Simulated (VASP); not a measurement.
# MgB2 (P6/mmm) in VASP: a series of runs

Runs on MgB2. Level: LDA. Tasks: electric field gradients, density of states.

All numbers are computed with VASP 6.6.1; they aren't measurements. Logs are shortened: lines on timing, memory, paths and dates and some standing lists are left out, and cuts for length are marked.

### Step 1. The cell of the first run

The structure is hexagonal, space group P6/mmm (No. 191). Conventional cell: a = 3.126 Å, b = 3.126 Å, c = 3.569 Å, α = 90.00°, β = 90.00°, γ = 120.00°. Mg (site symmetry 6/mmm) has 12 B at 2.54 Å and 6 Mg at 3.13 Å within 3.3 Å. Within 2.4 Å of B (site symmetry -6m2) lie 3 B at 1.80 Å.

### Step 2. Electric field gradients, LDA (volume scaled by 1.04)

File INCAR:

```
  PREC = Accurate
  ENCUT = 520
  EDIFF = 1E-8
  ISMEAR = -1
  SIGMA = 0.05
  LREAL = False
  LASPH = True
  NELM = 80
  ALGO = Normal
  ISIF = 2
  LWAVE = False
  LCHARG = False
  GGA = CA
  LEFG = True
  NBANDS = 11
```

File KPOINTS:

```
Automatic mesh
0
Gamma
  12 12 9
```

File POSCAR:

```
MgB2
1.0
    3.1255974756      0.0000000000      0.0000000000
   -1.5627987378      2.7068468159      0.0000000000
    0.0000000000      0.0000000000      3.5693605797
Mg B
1 2
Direct
    0.0000000000      0.0000000000      0.0000000000
    0.3333333333      0.6666666667      0.5000000000
    0.6666666667      0.3333333333      0.5000000000
```

Potentials or basis: VASP PAW LDA potentials, release 64 (Mg, B).

Launch:

```console
$ cat potpaw_LDA.64/Mg/POTCAR potpaw_LDA.64/B/POTCAR > POTCAR
$ mpirun -np 1 vasp_std > vasp.out
```

OUTCAR:

```text
PREC = Accurate
   ENCUT = 520
   EDIFF = 1E-8
   ISMEAR = -1
   LREAL = False
   LASPH = True
   NELM = 80
   ISIF = 2
   GGA = CA

 ion  position               nearest neighbor table
   1  0.000  0.000  0.000-   2 2.54   3 2.54   2 2.54   3 2.54   3 2.54   3 2.54   2 2.54   2 2.54
                             3 2.54   3 2.54   2 2.54   2 2.54
   2  0.333  0.667  0.500-   3 1.80   3 1.80   3 1.80   1 2.54   1 2.54   1 2.54   1 2.54   1 2.54
                             1 2.54
   3  0.667  0.333  0.500-   2 1.80   2 1.80   2 1.80   1 2.54   1 2.54   1 2.54   1 2.54   1 2.54
                             1 2.54

  LATTYP: Found a hexagonal cell.
 ALAT       =     3.1255974756
 C/A-ratio  =     1.1419770484

  Lattice vectors:

 A1 = (   3.1255974756,   0.0000000000,   0.0000000000)
 A2 = (  -1.5627987378,   2.7068468159,   0.0000000000)
 A3 = (   0.0000000000,   0.0000000000,   3.5693605797)

Analysis of symmetry for initial positions (statically):
=====================================================================
 Subroutine PRICEL returns:
 Original cell was already a primitive cell.

 Routine SETGRP: Setting up the symmetry group for a
 hexagonal supercell.

 Subroutine GETGRP returns: Found 24 space group operations
 (whereof 24 operations were pure point group operations)
 out of a pool of 24 trial point group operations.

The static configuration has the point symmetry D_6h.

Analysis of symmetry for dynamics (positions and initial velocities):
=====================================================================
 Subroutine PRICEL returns:
 Original cell was already a primitive cell.

 Routine SETGRP: Setting up the symmetry group for a
 hexagonal supercell.

 Subroutine GETGRP returns: Found 24 space group operations
 (whereof 24 operations were pure point group operations)
 out of a pool of 24 trial point group operations.

The dynamic configuration has the point symmetry D_6h.

 Subroutine INISYM returns: Found 24 space group operations
 (whereof 24 operations are pure point group operations),
 and found     1 'primitive' translations

----------------------------------------------------------------------------------------

                                     Primitive cell

  volume of cell :      30.1986

  direct lattice vectors                    reciprocal lattice vectors
     3.125597476  0.000000000  0.000000000     0.319938830  0.184716770  0.000000000
    -1.562798738  2.706846816  0.000000000     0.000000000  0.369433539  0.000000000
     0.000000000  0.000000000  3.569360580     0.000000000  0.000000000  0.280162224

  length of vectors
     3.125597476  3.125597476  3.569360580     0.369433539  0.369433539  0.280162224

  position of ions in fractional coordinates (direct lattice)
     0.000000000  0.000000000  0.000000000
     0.333333333  0.666666667  0.500000000
     0.666666667  0.333333333  0.500000000

  ion indices of the primitive-cell ions
   primitive index   ion index
                 1           1
                 2           2
                 3           3

----------------------------------------------------------------------------------------

 KPOINTS: Automatic mesh

Automatic generation of k-mesh.
 Grid dimensions read from file:
 generate k-points for:   12   12    9

 Generating k-lattice:

  Cartesian coordinates                     Fractional coordinates (reciprocal lattice)
     0.026661569  0.015393064  0.000000000     0.083333333  0.000000000  0.000000000
     0.000000000  0.030786128  0.000000000     0.000000000  0.083333333  0.000000000
     0.000000000  0.000000000  0.031129136     0.000000000  0.000000000  0.111111111

  Length of vectors
     0.030786128  0.030786128  0.031129136

  Shift w.r.t. Gamma in fractional coordinates (k-lattice)
     0.000000000  0.000000000  0.000000000

 Subroutine IBZKPT returns following result:
 ===========================================

 Found     95 irreducible k-points:

 Following reciprocal coordinates:
            Coordinates               Weight
  0.000000  0.000000  0.000000      1.000000
  0.083333  0.000000  0.000000      6.000000
  0.166667  0.000000  0.000000      6.000000
  0.250000  0.000000  0.000000      6.000000
  0.333333  0.000000  0.000000      6.000000
  0.416667  0.000000  0.000000      6.000000
[... 16 lines left out ...]
  0.250000  0.000000  0.111111     12.000000
  0.333333  0.000000  0.111111     12.000000
 [... further k-points ...]
   k-points           NKPTS =     95   k-points in BZ     NKDIM =     95   number of bands    NBANDS=     11
   number of dos      NEDOS =    301   number of ions     NIONS =      3
   total plane-waves  NPLWV =  16128
   dimension x,y,z NGX =    24 NGY =   24 NGZ =   28
   dimension x,y,z NGXF=    48 NGYF=   48 NGZF=   56
   ions per type =               1   2
   NGX,Y,Z   is equivalent  to a cutoff of  12.77, 12.77, 13.04 a.u.
   NGXF,Y,Z  is equivalent  to a cutoff of  25.53, 25.53, 26.08 a.u.
 SYSTEM =  unknown system
   PREC   = accura    normal or accurate (medium, high low for compatibility)
   ISTART =      0    job   : 0-new  1-cont  2-samecut
   ICHARG =      2    charge: 1-file 2-atom 10-const
   ISPIN  =      1    spin polarized calculation?
   LNONCOLLINEAR =      F non collinear calculations
   LSORBIT =      F    spin-orbit coupling
   LASPH  =      T    aspherical Exc in radial PAW
   ENCUT  =  520.0 eV  38.22 Ry    6.18 a.u.   5.81  5.81  6.64*2*pi/ulx,y,z
   NELM   =     80;   NELMIN=  2; NELMDL= -5     # of ELM steps
   EDIFF  = 0.1E-07   stopping-criterion for ELM
   LREAL  =      F    real-space projection
   EDIFFG = 0.1E-06   stopping-criterion for IOM
   NSW    =      0    number of steps for IOM
   IBRION =     -1    ionic relax: 0-MD 1-quasi-New 2-CG
   NFREE  =      0    steps in history (QN), initial steepest desc. (CG)
   ISIF   =      2    stress and relaxation
   ISYM   =      2    0-nonsym 1-usesym 2-fastsym
   POTIM  = 0.5000    time-step for ionic-motion
   TEBEG  =    0.0;   TEEND  =   0.0 temperature during run
   PSTRESS=    0.0 pullay stress
   NELECT =       8.0000    total number of electrons
   NUPDOWN=      -1.0000    fix difference up-down
   EMIN   =  10.00;   EMAX   =-10.00  energy-range for DOS
   EFERMI =   0.00;   METHOD = LEGACY
   ISMEAR =    -1;   SIGMA  =   0.05  broadening in eV -4-tet -1-fermi 0-gaus
   EFERMI_NEDOS =   21; number of points for ismear=-14 and -15
   IALGO  =     38    algorithm
   IMIX   =      4    mixing-type and parameters
     AMIX     =   0.40;   BMIX     =  1.00
     AMIX_MAG =   1.60;   BMIX_MAG =  1.00
  volume/ion in A,a.u.               =      10.07        67.93
  Fermi-wavevector in a.u.,A,eV,Ry     =   1.051419  1.986894 15.040992  1.105482
  Thomas-Fermi vector in A             =   2.186461
   LORBIT       =      0    0 simple, 1 ext, 2 COOP (PROOUT), +10 PAW based schemes
   GGA     = CA    functional components
   LHFCALC =     F    Hartree Fock is set to
   AEXX    =    0.0000 exact exchange contribution
   IVDW    =     0    specifies the selected vdW correction
   LEPSILON=     F    determine dielectric tensor
   LRPA    =     F    only Hartree local field effects (RPA)
 non-spin polarized calculation
  energy-cutoff  :      520.00
  volume of cell :       30.20
 maximum number of plane-waves:       830
 NGX is ok and might be reduce to    24
   NGX = 11   NGY = 11   NGZ = 13

 number of electron       8.0000000 magnetization

 Free energy of the ion-electron system (eV)
  ---------------------------------------------------
  ext. energy  EPLUGINS =         0.00000000
  ---------------------------------------------------
  free energy    TOTEN  =       -17.17519610 eV

  energy without entropy =      -17.17090129  energy(sigma->0) =      -17.17304869

 E-fermi :   4.8976     XC(G=0): -10.9408

 val. band max:        4.8283251346   @ k =   0.0833   0.0000   0.2222
 cond. band min:       4.9103287754   @ k =   0.4167   0.1667   0.1111
 fundamental gap:      0.0820036408
 Fermi energy:         4.8976005258

 k-point     1 :       0.0000    0.0000    0.0000
  band No.  band energies     occupation
      1      -7.1252      2.00000
      2       2.0849      2.00000
      3       5.2573      0.00150
      4       5.2573      0.00150
      5       6.4851      0.00000
      6      11.0276      0.00000
      7      11.0276      0.00000
      8      12.7229      0.00000
      9      14.4094      0.00000
     10      17.0387      0.00000
     11      20.5912      0.00000

 k-point     2 :       0.0833    0.0000    0.0000
  band No.  band energies     occupation
      1      -7.0081      2.00000
      2       2.1996      2.00000
      3       4.6685      1.97972
      4       4.9840      0.30160
      5       6.5930      0.00000
      6      10.9226      0.00000
      7      11.5335      0.00000
      8      12.9856      0.00000
      9      14.0170      0.00000
     10      17.6314      0.00000
     11      19.9717      0.00000

 k-point     3 :       0.1667    0.0000    0.0000
  band No.  band energies     occupation
      1      -6.6581      2.00000
      2       2.5414      2.00000
      3       3.2897      2.00000
      4       4.3815      1.99993
      5       6.9222      0.00000
      6      10.5161      0.00000
      7      12.8219      0.00000
      8      12.9566      0.00000
      9      13.6123      0.00000
     10      18.9148      0.00000
     11      19.1118      0.00000

 k-point     4 :       0.2500    0.0000    0.0000
  band No.  band energies     occupation
      1      -6.0793      2.00000
      2       1.6417      2.00000
      3       3.1001      2.00000
      4       3.7501      2.00000
      5       7.4505      0.00000
      6      10.0267      0.00000
      7      11.5007      0.00000
      8      13.8334      0.00000
      9      14.5455      0.00000
     10      18.2520      0.00000
     11      18.5112      0.00000
[... 239 lines left out ...]
 k-point    22 :       0.1667    0.0000    0.1111
  band No.  band energies     occupation
      1      -6.5576      2.00000
      2       1.7703      2.00000
      3       3.3460      2.00000
      4       4.4173      1.99987
      5       7.9126      0.00000
      6      10.5894      0.00000
      7      12.2765      0.00000
      8      12.8636      0.00000
      9      14.1693      0.00000
     10      18.1133      0.00000
     11      18.3837      0.00000

 k-point    23 :       0.2500    0.0000    0.1111
  band No.  band energies     occupation
      1      -5.9817      2.00000
      2       1.6977      2.00000
      3       2.3552      2.00000
      4       3.7842      2.00000
      5       8.3805      0.00000
      6      10.0975      0.00000
      7      10.9031      0.00000
      8      14.4498      0.00000
      9      14.5861      0.00000
     10      17.4582      0.00000
     11      17.6763      0.00000

 k-point    24 :       0.3333    0.0000    0.1111
  band No.  band energies     occupation
      1      -5.1862      2.00000
      2       0.0538      2.00000
      3       3.1228      2.00000
      4       3.2750      2.00000
      5       8.6484      0.00000
      6       9.4114      0.00000
      7      10.0352      0.00000
      8      13.9429      0.00000
      9      16.3233      0.00000
     10      17.0441      0.00000
     11      17.3495      0.00000

 [... further k-points ...]
[... 5 lines left out ...]
  --------------------------------------------------------------------------------------
  -------------------------------------------------------------------------------------
  Total       -2.6881387     -2.6881387     -2.0456604      0.0000000     -0.0000000      0.0000000
  in kB     -142.6182493   -142.6182493   -108.5317922      0.0000000     -0.0000000      0.0000000
  external PRESSURE =    -131.2560969 kB  Pullay stress =       0.0000000 kB

 VOLUME and BASIS-vectors are now :
 -----------------------------------------------------------------------------
  energy-cutoff  :      520.00
  volume of cell :       30.20
      direct lattice vectors                 reciprocal lattice vectors
     3.125597476  0.000000000  0.000000000     0.319938830  0.184716770  0.000000000
    -1.562798738  2.706846816  0.000000000     0.000000000  0.369433539  0.000000000
     0.000000000  0.000000000  3.569360580     0.000000000  0.000000000  0.280162224

 POSITION                                       TOTAL-FORCE (eV/Angst)
 -----------------------------------------------------------------------------------
      0.00000      0.00000      0.00000        -0.000000      0.000000      0.000000
     -0.00000      1.80456      1.78468        -0.000000      0.000000     -0.000000
      1.56280      0.90228      1.78468         0.000000     -0.000000      0.000000
 -----------------------------------------------------------------------------------
    total drift:                                0.000000     -0.000000      0.000000

  FREE ENERGIE OF THE ION-ELECTRON SYSTEM (eV)
  ---------------------------------------------------
  free  energy   TOTEN  =       -17.1751961011 eV

  energy  without entropy=      -17.1709012879  energy(sigma->0) =      -17.17304869

 Electric field gradients (V/A^2)
---------------------------------------------------------------------
 ion       V_xx      V_yy      V_zz      V_xy      V_xz      V_yz
---------------------------------------------------------------------
   1       0.169     0.169    -0.339    -0.000    -0.000     0.000
   2      -9.882    -9.882    19.764     0.000     0.000     0.000
   3      -9.882    -9.882    19.764     0.000     0.000     0.000
---------------------------------------------------------------------

 Electric field gradients after diagonalization (V/A^2)
 (convention: |V_zz| > |V_xx| > |V_yy|)
----------------------------------------------------------------------
 ion       V_xx      V_yy      V_zz     asymmetry (V_yy - V_xx)/ V_zz
----------------------------------------------------------------------
   1       0.169     0.169    -0.339       0.000
   2      -9.882    -9.882    19.764       0.000
   3      -9.882    -9.882    19.764       0.000
----------------------------------------------------------------------

           NMR quadrupolar parameters

 Cq : quadrupolar parameter    Cq=e*Q*V_zz/h
 eta: asymmetry parameters     (V_yy - V_xx)/ V_zz
 Q  : nuclear electric quadrupole moment in mb (millibarn)
----------------------------------------------------------------------
 ion       Cq(MHz)       eta       Q (mb)
----------------------------------------------------------------------
   1      -0.001       0.000       1.000
   2       0.048       0.000       1.000
   3       0.048       0.000       1.000
----------------------------------------------------------------------
```

Run time: 32 s. Hardware: 1 thread of Intel Xeon 6975P-C, shared host; peak memory 0.15 GiB.

Results:

```yaml
Free_energy: -17.1752 eV
Pressure: -13.1 GPa
Band_gap_on_the_k_mesh: zero (band 4 reaches 6.69 eV, above the bottom of band 5 at 3.09 eV)
```

Stress tensor (GPa, compression positive):
```
-14.26   0.00   0.00
  0.00 -14.26   0.00
  0.00   0.00 -10.85
```

Levels at points of the mesh, in eV from the Fermi level:
```csv
k point,band 1,band 2,band 3,band 4,band 5,band 6,band 7,band 8
"(0.00, 0.00, 0.00)",-12.02,-2.81,0.36,0.36,1.59,6.13,6.13,7.83
"(0.50, 0.00, 0.00)",-8.25,-7.57,-2.09,0.26,3.00,3.83,5.17,6.67
```

Electric field gradients, principal values (V/Å²):
| atom | least | middle | greatest (by size) |
| --- | --- | --- | --- |
| 1 Mg | 0.169 | 0.169 | -0.339 |
| 2 B | -9.882 | -9.882 | 19.764 |
| 3 B | -9.882 | -9.882 | 19.764 |

Caveat: without QUAD_EFG the Cq values of the log hold for a quadrupole moment of 1 mb, not for the nuclei.

### Step 3. Electric field gradients, LDA (volume scaled by 1.04)

File INCAR:

```
SYSTEM = MgB2
ALGO = Normal ; EDIFF = 1E-8
ENCUT = 520 ; ISIF = 2
ISMEAR = -1 ; LASPH = .TRUE.
LCHARG = .FALSE. ; LEFG = .TRUE.
LREAL = .FALSE. ; LWAVE = .FALSE.
NBANDS = 11 ; NELM = 100
PREC = Accurate ; SIGMA = 0.05
```

File KPOINTS:

```
k-points
0
G
  12 12 9
  0 0 0
```

POSCAR is that of step 2.

Potentials or basis: VASP PAW LDA potentials, release 64 (Mg, B).

Launch:

```console
$ cat potpaw_LDA.64/Mg/POTCAR potpaw_LDA.64/B/POTCAR > POTCAR
$ mpirun -np 1 vasp_std > vasp.out
```

OUTCAR:

```text
SYSTEM = MgB2
   EDIFF = 1E-8
   ENCUT = 520
   ISIF = 2
   ISMEAR = -1
   LASPH = .TRUE.
   LREAL = .FALSE.
   NELM = 100
   PREC = Accurate

 ion  position               nearest neighbor table
   1  0.000  0.000  0.000-   2 2.54   3 2.54   2 2.54   3 2.54   3 2.54   3 2.54   2 2.54   2 2.54
                             3 2.54   3 2.54   2 2.54   2 2.54
   2  0.333  0.667  0.500-   3 1.80   3 1.80   3 1.80   1 2.54   1 2.54   1 2.54   1 2.54   1 2.54
                             1 2.54
   3  0.667  0.333  0.500-   2 1.80   2 1.80   2 1.80   1 2.54   1 2.54   1 2.54   1 2.54   1 2.54
                             1 2.54

  LATTYP: Found a hexagonal cell.
 ALAT       =     3.1255974756
 C/A-ratio  =     1.1419770484
[... 563 lines left out ...]
 ion       V_xx      V_yy      V_zz      V_xy      V_xz      V_yz
---------------------------------------------------------------------
   1       0.169     0.169    -0.339    -0.000    -0.000     0.000
   2      -9.882    -9.882    19.764     0.000     0.000     0.000
   3      -9.882    -9.882    19.764     0.000     0.000     0.000
---------------------------------------------------------------------

 Electric field gradients after diagonalization (V/A^2)
 (convention: |V_zz| > |V_xx| > |V_yy|)
----------------------------------------------------------------------
 ion       V_xx      V_yy      V_zz     asymmetry (V_yy - V_xx)/ V_zz
----------------------------------------------------------------------
   1       0.169     0.169    -0.339       0.000
   2      -9.882    -9.882    19.764       0.000
   3      -9.882    -9.882    19.764       0.000
----------------------------------------------------------------------

           NMR quadrupolar parameters

 Cq : quadrupolar parameter    Cq=e*Q*V_zz/h
 eta: asymmetry parameters     (V_yy - V_xx)/ V_zz
 Q  : nuclear electric quadrupole moment in mb (millibarn)
----------------------------------------------------------------------
 ion       Cq(MHz)       eta       Q (mb)
----------------------------------------------------------------------
   1      -0.001       0.000       1.000
   2       0.048       0.000       1.000
   3       0.048       0.000       1.000
----------------------------------------------------------------------
```

stdout:

```text
POSCAR found type information on POSCAR MgB
 POSCAR found :  2 types and       3 ions
 scaLAPACK will be used
 LDA part: xc-table for (Slater(with rela. corr.)+CA(PZ))
 , standard interpolation
 POSCAR, INCAR and KPOINTS ok, starting setup
 FFT: planning ... GRIDC
 FFT: planning ... GRID_SOFT
 FFT: planning ... GRID
 WAVECAR not read
 entering main loop
ion   1

ion   2

ion   3
```

Wall time 35 s (1 thread of Intel Xeon 6975P-C, shared host); peak memory 0.15 GiB.

Results:

| Item | Value |
| --- | --- |
| Free energy | -17.1752 eV |
| Pressure | -13.1 GPa |
| Band gap on the k mesh | zero (band 4 reaches 6.69 eV, above the bottom of band 5 at 3.09 eV) |

Stress tensor (GPa, compression positive):
```
-14.26   0.00   0.00
  0.00 -14.26   0.00
  0.00   0.00 -10.85
```

Electric field gradients, principal values (V/Å²):
```csv
atom,least,middle,greatest (by size)
1 Mg,0.169,0.169,-0.339
2 B,-9.882,-9.882,19.764
3 B,-9.882,-9.882,19.764
```

Caveat: without QUAD_EFG the Cq values of the log hold for a quadrupole moment of 1 mb, not for the nuclei.

(Part 1 of 2 ends here.)
